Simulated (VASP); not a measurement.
# Al (Cm) in VASP: further runs

Runs on Al. Level: PBE+D3(BJ). Tasks: single point.

All numbers are computed with VASP 6.6.1; they aren't measurements. Logs are shortened: lines on timing, memory, paths and dates and some standing lists are left out, and cuts for length are marked.

## Step 1: The cell of the first run

The structure is monoclinic, space group Cm (No. 8). Conventional cell: a = 4.875 Å, b = 2.814 Å, c = 9.241 Å, α = 90.00°, β = 90.00°, γ = 90.00°. Al (site symmetry m) has 12 Al at 2.26 to 2.82 Å within 3.0 Å. Within 3.0 Å of Al (site symmetry m) lie 9 Al at 2.26 to 2.81 Å. Within 3.7 Å of Al (site symmetry m) lie 12 Al at 2.81 to 3.61 Å. Within 3.7 Å of Al (site symmetry m) lie 12 Al at 2.81 to 2.82 Å.

## Step 2: Single point, PBE+D3(BJ) (atom 2 (Al) moved by +0.560 Å along [1 2 0] and -0.560 Å along [0 0 1])

The input, INCAR:

```
PREC     = Accurate       # precision mode
ENCUT    = 520            # plane-wave cutoff, eV
EDIFF    = 1E-6           # SCF threshold, eV
ISMEAR   = 0              # smearing method
SIGMA    = 0.15           # smearing width, eV
LREAL    = False          # projectors in reciprocal space
LASPH    = True           # aspherical terms in the spheres
NELM     = 60             # most SCF steps
ALGO     = Fast           # electronic algorithm
ISIF     = 2              # what is computed and relaxed
LWAVE    = False          # write WAVECAR
LCHARG   = False          # write CHGCAR
GGA      = PE             # functional
IVDW     = 12             # dispersion correction
NBANDS   = 14             # bands
```

The input, KPOINTS:

```
Automatic mesh
0
Gamma
  18 18 4
```

The input, POSCAR:

```
Al
1.0
    2.8144222650      0.0000000000      0.0000000000
   -1.4072111325      2.4373611785      0.0000000000
    0.0000000000      0.0000000000      9.2410470710
Al
4
Direct
    0.0000000000      0.0000000000      0.0000000000
    0.4482116708      0.8964233416      0.1894008065
    0.0000000000      0.0000000000      0.5000000000
    0.6666666667      0.3333333333      0.7500000000
```

Potentials or basis: VASP PAW PBE potentials, release 64 (Al).

On the command line:

```console
$ cat potpaw_PBE.64/Al/POTCAR > POTCAR
$ mpirun -np 1 vasp_std > vasp.out
```

OUTCAR:

```text
PREC = Accurate
   ENCUT = 520
   EDIFF = 1E-6
   ISMEAR = 0
   LREAL = False
   LASPH = True
   NELM = 60
   ISIF = 2
   GGA = PE
   IVDW = 12
 IVDW          = 12

 ion  position               nearest neighbor table
   1  0.000  0.000  0.000-   2 2.26   2 2.26   2 2.80   4 2.82   4 2.82   4 2.82   2 3.21
   2  0.448  0.896  0.189-   1 2.26   1 2.26   1 2.80   3 3.21   3 3.21   1 3.21
   3  0.000  0.000  0.500-   4 2.82   4 2.82   4 2.82   2 3.21   2 3.21
   4  0.667  0.333  0.750-   1 2.82   3 2.82   1 2.82   3 2.82   1 2.82   3 2.82

  LATTYP: Found a hexagonal cell.
 ALAT       =     2.8144222650
 C/A-ratio  =     3.2834614713

  Lattice vectors:

 A1 = (   2.8144222650,   0.0000000000,   0.0000000000)
 A2 = (  -1.4072111325,   2.4373611785,   0.0000000000)
 A3 = (   0.0000000000,   0.0000000000,   9.2410470710)

Analysis of symmetry for initial positions (statically):
=====================================================================
 Subroutine PRICEL returns:
 Original cell was already a primitive cell.

 Routine SETGRP: Setting up the symmetry group for a
 hexagonal supercell.

 Subroutine GETGRP returns: Found  2 space group operations
 (whereof  2 operations were pure point group operations)
 out of a pool of 24 trial point group operations.

The static configuration has the point symmetry C_1h.

Analysis of symmetry for dynamics (positions and initial velocities):
=====================================================================
 Subroutine PRICEL returns:
 Original cell was already a primitive cell.

 Routine SETGRP: Setting up the symmetry group for a
 hexagonal supercell.

 Subroutine GETGRP returns: Found  2 space group operations
 (whereof  2 operations were pure point group operations)
 out of a pool of 24 trial point group operations.

The dynamic configuration has the point symmetry C_1h.

 Subroutine INISYM returns: Found  2 space group operations
 (whereof  2 operations are pure point group operations),
 and found     1 'primitive' translations

----------------------------------------------------------------------------------------

                                     Primitive cell

  volume of cell :      63.3914

  direct lattice vectors                    reciprocal lattice vectors
     2.814422265  0.000000000  0.000000000     0.355312709  0.205139888  0.000000000
    -1.407211133  2.437361178  0.000000000     0.000000000  0.410279777  0.000000000
     0.000000000  0.000000000  9.241047071     0.000000000  0.000000000  0.108212846

  length of vectors
     2.814422265  2.814422265  9.241047071     0.410279777  0.410279777  0.108212846

  position of ions in fractional coordinates (direct lattice)
     0.000000000  0.000000000  0.000000000
     0.448211671  0.896423342  0.189400806
     0.000000000  0.000000000  0.500000000
     0.666666667  0.333333333  0.750000000

  ion indices of the primitive-cell ions
   primitive index   ion index
                 1           1
                 2           2
                 3           3
                 4           4

----------------------------------------------------------------------------------------

 KPOINTS: Automatic mesh

Automatic generation of k-mesh.
 Grid dimensions read from file:
 generate k-points for:   18   18    4

 Generating k-lattice:

  Cartesian coordinates                     Fractional coordinates (reciprocal lattice)
     0.019739595  0.011396660  0.000000000     0.055555556  0.000000000  0.000000000
     0.000000000  0.022793321  0.000000000     0.000000000  0.055555556  0.000000000
     0.000000000  0.000000000  0.027053211     0.000000000  0.000000000  0.250000000

  Length of vectors
     0.022793321  0.022793321  0.027053211

  Shift w.r.t. Gamma in fractional coordinates (k-lattice)
     0.000000000  0.000000000  0.000000000

 Subroutine IBZKPT returns following result:
 ===========================================

 Found    353 irreducible k-points:

 Following reciprocal coordinates:
            Coordinates               Weight
  0.000000  0.000000  0.000000      1.000000
  0.055556  0.000000  0.000000      4.000000
  0.000000  0.055556  0.000000      2.000000
  0.111111  0.000000  0.000000      4.000000
  0.000000  0.111111  0.000000      2.000000
  0.166667 -0.000000  0.000000      4.000000
[... 16 lines left out ...]
 -0.055556  0.166667  0.000000      4.000000
 -0.166667  0.111111  0.000000      4.000000
 [... further k-points ...]
   k-points           NKPTS =    353   k-points in BZ     NKDIM =    353   number of bands    NBANDS=     14
   number of dos      NEDOS =    301   number of ions     NIONS =      4
   total plane-waves  NPLWV =  40320
   dimension x,y,z NGX =    24 NGY =   24 NGZ =   70
   dimension x,y,z NGXF=    48 NGYF=   48 NGZF=  140
   ions per type =               4
   NGX,Y,Z   is equivalent  to a cutoff of  14.18, 14.18, 12.59 a.u.
   NGXF,Y,Z  is equivalent  to a cutoff of  28.35, 28.35, 25.19 a.u.
 SYSTEM =  unknown system
   PREC   = accura    normal or accurate (medium, high low for compatibility)
   ISTART =      0    job   : 0-new  1-cont  2-samecut
   ICHARG =      2    charge: 1-file 2-atom 10-const
   ISPIN  =      1    spin polarized calculation?
   LNONCOLLINEAR =      F non collinear calculations
   LSORBIT =      F    spin-orbit coupling
   LASPH  =      T    aspherical Exc in radial PAW
   ENCUT  =  520.0 eV  38.22 Ry    6.18 a.u.   5.23  5.23 17.18*2*pi/ulx,y,z
   NELM   =     60;   NELMIN=  2; NELMDL= -5     # of ELM steps
   EDIFF  = 0.1E-05   stopping-criterion for ELM
   LREAL  =      F    real-space projection
[... 7 lines left out ...]
   TEBEG  =    0.0;   TEEND  =   0.0 temperature during run
   PSTRESS=    0.0 pullay stress
   NELECT =      12.0000    total number of electrons
   NUPDOWN=      -1.0000    fix difference up-down
   EMIN   =  10.00;   EMAX   =-10.00  energy-range for DOS
   EFERMI =   0.00;   METHOD = LEGACY
   ISMEAR =     0;   SIGMA  =   0.15  broadening in eV -4-tet -1-fermi 0-gaus
   EFERMI_NEDOS =   21; number of points for ismear=-14 and -15
   IALGO  =     68    algorithm
   IMIX   =      4    mixing-type and parameters
     AMIX     =   0.40;   BMIX     =  1.00
     AMIX_MAG =   1.60;   BMIX_MAG =  1.00
  volume/ion in A,a.u.               =      15.85       106.95
  Fermi-wavevector in a.u.,A,eV,Ry     =   0.939994  1.776331 12.021957  0.883589
  Thomas-Fermi vector in A             =   2.067362
   LORBIT       =      0    0 simple, 1 ext, 2 COOP (PROOUT), +10 PAW based schemes
   GGA     = PE    functional components
   LHFCALC =     F    Hartree Fock is set to
   AEXX    =    0.0000 exact exchange contribution
   IVDW    =    12    specifies the selected vdW correction
   LEPSILON=     F    determine dielectric tensor
   LRPA    =     F    only Hartree local field effects (RPA)
 non-spin polarized calculation
 RMM-DIIS sequential band-by-band and
 Gauss-broadening in eV      SIGMA  =   0.15
  energy-cutoff  :      520.00
  volume of cell :       63.39
 maximum number of plane-waves:      1724
 NGX is ok and might be reduce to    24
   NGX = 11   NGY = 11   NGZ = 35

 number of electron      12.0000000 magnetization

 Free energy of the ion-electron system (eV)
  ---------------------------------------------------
  ext. energy  EPLUGINS =         0.00000000
  ---------------------------------------------------
  free energy    TOTEN  =       -13.53001843 eV

  energy without entropy =      -13.51459339  energy(sigma->0) =      -13.52230591

 E-fermi :   8.3377     XC(G=0): -10.2904

 val. band max:        8.3309480029   @ k =   0.3333   0.2222   0.5000
 cond. band min:       8.3388391226   @ k =   0.3333  -0.0000   0.5000
 fundamental gap:      0.0078911197
 Fermi energy:         8.3376798523

 k-point     1 :       0.0000    0.0000    0.0000
  band No.  band energies     occupation
      1      -3.5133      2.00000
      2      -1.8679      2.00000
      3      -0.5659      2.00000
      4       3.8318      2.00000
      5       3.9334      2.00000
      6      11.5513      0.00000
      7      12.1149      0.00000
      8      18.0538      0.00000
      9      18.8051      0.00000
     10      18.9385      0.00000
     11      19.1323      0.00000
     12      19.9430      0.00000
     13      20.0548      0.00000
     14      20.3933      0.00000

 k-point     2 :       0.0556    0.0000    0.0000
  band No.  band energies     occupation
      1      -3.4370      2.00000
      2      -1.7920      2.00000
      3      -0.4901      2.00000
      4       3.9049      2.00000
      5       4.0053      2.00000
      6      11.6143      0.00000
      7      12.1603      0.00000
      8      16.9293      0.00000
      9      17.8607      0.00000
     10      18.4572      0.00000
     11      18.6555      0.00000
     12      19.3310      0.00000
     13      19.8199      0.00000
     14      20.0517      0.00000

 k-point     3 :       0.0000    0.0556    0.0000
  band No.  band energies     occupation
      1      -3.4370      2.00000
      2      -1.7919      2.00000
      3      -0.4901      2.00000
      4       3.9053      2.00000
      5       4.0056      2.00000
      6      11.6099      0.00000
      7      12.1724      0.00000
      8      17.0438      0.00000
      9      17.3362      0.00000
     10      18.6113      0.00000
     11      19.0736      0.00000
     12      19.1494      0.00000
     13      19.8447      0.00000
     14      19.8723      0.00000
[... 324 lines left out ...]
 k-point    23 :      -0.0556    0.1667    0.0000
  band No.  band energies     occupation
      1      -2.9799      2.00000
      2      -1.3372      2.00000
      3      -0.0363      2.00000
      4       4.3430      2.00000
      5       4.4381      2.00000
      6      11.9063      0.00000
      7      12.4419      0.00000
      8      14.0274      0.00000
      9      15.0504      0.00000
     10      15.5710      0.00000
     11      16.4804      0.00000
     12      17.1495      0.00000
     13      18.1289      0.00000
     14      19.0172      0.00000

 k-point    24 :      -0.1667    0.1111    0.0000
  band No.  band energies     occupation
      1      -2.9803      2.00000
      2      -1.3376      2.00000
      3      -0.0365      2.00000
      4       4.3390      2.00000
      5       4.4352      2.00000
      6      11.9833      0.00000
      7      12.2621      0.00000
      8      14.2163      0.00000
      9      15.2679      0.00000
     10      15.6362      0.00000
     11      16.5730      0.00000
     12      17.0772      0.00000
     13      17.9979      0.00000
     14      18.8000      0.00000

 [... further k-points ...]

------------------------ aborting loop because EDIFF is reached ----------------------------------------

 Edisp (eV)   -1.40674

 E8    (eV) :    -0.6300

  FORCE on cell =-STRESS in cart. coord.  units (eV):
  Direction    XX          YY          ZZ          XY          YZ          ZX
  --------------------------------------------------------------------------------------
  -------------------------------------------------------------------------------------
  Total       4.13148     0.24190     6.60739     0.00000    -1.07576     0.00000
  in kB     104.42043     6.11394   166.99770     0.00000   -27.18913     0.00000
  external pressure =       92.51 kB  Pullay stress =        0.00 kB

 VOLUME and BASIS-vectors are now :
 -----------------------------------------------------------------------------
  energy-cutoff  :      520.00
  volume of cell :       63.39
      direct lattice vectors                 reciprocal lattice vectors
     2.814422265  0.000000000  0.000000000     0.355312709  0.205139888  0.000000000
    -1.407211133  2.437361178  0.000000000     0.000000000  0.410279777  0.000000000
     0.000000000  0.000000000  9.241047071     0.000000000  0.000000000  0.108212846

 POSITION                                       TOTAL-FORCE (eV/Angst)
 -----------------------------------------------------------------------------------
      0.00000      0.00000      0.00000         0.000000      0.543706     -4.635618
      0.00000      2.18491      1.75026         0.000000     -0.618054      5.273351
      0.00000      0.00000      4.62052         0.000000      0.004999     -0.660881
      1.40721      0.81245      6.93079         0.000000      0.069349      0.023148
 -----------------------------------------------------------------------------------
    total drift:                                0.000000     -0.000017     -0.000093

  FREE ENERGIE OF THE ION-ELECTRON SYSTEM (eV)
  ---------------------------------------------------
  free  energy   TOTEN  =       -14.9367570120 eV

  energy  without entropy=      -14.9213319804  energy(sigma->0) =      -14.92904450
```

Run time: 3.5 min. Hardware: 1 thread of Intel Xeon Platinum 8259CL at 2.50GHz (Skylake/Cascade Lake), shared host; peak memory 0.36 GiB.

What came out:

| Item | Value |
| --- | --- |
| Free energy | -14.9368 eV |
| Pressure | 9.3 GPa |
| Largest force | 5.309 eV/Å |
| Band gap on the k mesh | zero (band 6 reaches 12.04 eV, above the bottom of band 7 at 7.16 eV) |
| Dispersion energy per atom | -0.352 eV |

Forces in eV/Å, atoms in the order of the input:
```
Al   0.000  0.544 -4.636
Al   0.000 -0.618  5.273
Al   0.000  0.005 -0.661
Al   0.000  0.069  0.023
```

Stress tensor (GPa, compression positive):
```
10.44  0.00  0.00
 0.00  0.61 -2.72
 0.00 -2.72 16.70
```

Caveat: the cell differs from its parent crystal (atom 2 (Al) moved by +0.560 Å along [1 2 0] and -0.560 Å along [0 0 1]); pairwise dispersion overbinds metals, which lowers pressure and volume; forces of over 1 eV/Å act on the atoms, so gaps and moduli don't describe the material at rest.

(Part 1 of 2 ends here.)
